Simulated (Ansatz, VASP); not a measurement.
## NaF in VASP and in Ansatz

File POSCAR:

```
NaF
1.0
    2.7934851918      0.0000000000      0.0000000000
    0.0000000000      2.7934851918      0.0000000000
    0.0000000000      0.0000000000      2.7934851918
Na F
1 1
Direct
    0.0000000000      0.0000000000      0.0000000000
    0.5000000000      0.5000000000      0.5000000000
```

File INCAR.step1:

```
  PREC = Accurate
  ENCUT = 520
  EDIFF = 1E-5
  ISMEAR = 0
  SIGMA = 0.01
  LREAL = F
  LASPH = T
  NELM = 100
  ALGO = Normal
  ISIF = 2
  LWAVE = T
  LCHARG = F
  GGA = PE
  NBANDS = 14
```

Contents of INCAR.step2:

```
  PREC = Accurate
  ENCUT = 520
  EDIFF = 1E-7
  ISMEAR = 0
  SIGMA = 0.01
  LREAL = F
  LASPH = T
  NELM = 100
  ALGO = Normal
  ISIF = 2
  LWAVE = F
  LCHARG = F
  GGA = PE
  LHFCALC = T
  AEXX = 0.25
  PRECFOCK = Normal
  ISTART = 1
  NBANDS = 14
```

The input KPOINTS:

```
regular mesh
0
Gamma
  6 6 6
```

Input for Ansatz:

```yaml
crystal:
  lattice:
    - [2.7934851918, 0.0, 0.0]
    - [0.0, 2.7934851918, 0.0]
    - [0.0, 0.0, 2.7934851918]
  atoms:
    - { symbol: Na, position: [0.0, 0.0, 0.0] }
    - { symbol: F, position: [0.5, 0.5, 0.5] }
kpoints:
  mp_grid: { grid: [6, 6, 6] }
  band_path:
    path:
      - [0.0, 0.0, 0.0]
      - [0.0, 0.5, 0.0]
      - [0.5, 0.5, 0.0]
      - [0.5, 0.5, 0.5]
      - [0.0, 0.5, 0.5]
    npoints: 1
hamiltonian:
  xc: pbe0
scf:
  occupations: { method: fixed }
  n_extra_bands: 4
output:
  forces: true
  stress: true
  eigenvalues: true
```

Alike in both runs: task single point; functional PBE0; k mesh 6 × 6 × 6; no spin polarisation.

|  | VASP | Ansatz |
| --- | --- | --- |
| version | VASP 6.6.1 | Ansatz 0.2.0 |
| potentials or method | VASP PAW PBE potentials, release 64 (Na_pv, F) | plane waves, PAW |
| plane-wave cutoff (eV) | 520 | 420 |
| occupations | gaussian, width 0.01 eV | fixed |
| valence electrons in the cell | 14 | 16 |

```tsv
	VASP	Ansatz	Ansatz less VASP
gap on the k mesh at the Fermi level (eV)	9.07	9.10	+0.026
pressure (GPa)	1.8	1.7	-0.06
```

VASP's potentials hold 14 valence electrons a cell and Ansatz's 16, so a difference there can come from the potentials and not from the codes. Ansatz's warnings: stress exchange threshold loose, stress scf threshold loose.
